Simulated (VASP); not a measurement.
Input of a VASP 6.6.1 run:

File INCAR:

```
SYSTEM = SiMo3
ALGO = Normal ; EDIFF = 1E-6
ENCUT = 520 ; GGA = PE
ISIF = 2 ; ISMEAR = 0
LASPH = .True. ; LCHARG = .False.
LREAL = .False. ; LWAVE = .False.
NBANDS = 31 ; NELM = 80
PREC = Accurate ; SIGMA = 0.1
```

Contents of KPOINTS:

```
k-points
0
Gamma
  6 6 6
  0 0 0
```

The input POSCAR:

```
SiMo3
1.0
    2.4937975700      1.4397947000      3.2421479200
   -2.4937975700      1.4397947000      3.2421479200
    0.0000000000     -2.8795893900      3.2421479200
Si Mo
1 3
Direct
    0.0000000000      0.0000000000      0.0000000000
    0.0000000000      0.0000000000      0.5000000000
    0.5000000000      0.0000000000      0.0000000000
    0.0000000000      0.5000000000      0.0000000000
```

Potentials or basis: VASP PAW PBE potentials, release 64 (Si, Mo_sv).

Launch:

```sh
$ cat potpaw_PBE.64/Si/POTCAR potpaw_PBE.64/Mo_sv/POTCAR > POTCAR
$ mpirun -np 1 vasp_std > vasp.out
```

Question: Estimate the band gap on the k mesh.

Answer: Zero (band 23 reaches 10.45 eV, above the bottom of band 24 at 8.99 eV).

Question: What does it give for the pressure?

Answer: 55.8 GPa.

Stress tensor (GPa, compression positive):
```
54.16  0.00  0.00
 0.00 54.16  0.00
 0.00  0.00 58.96
```
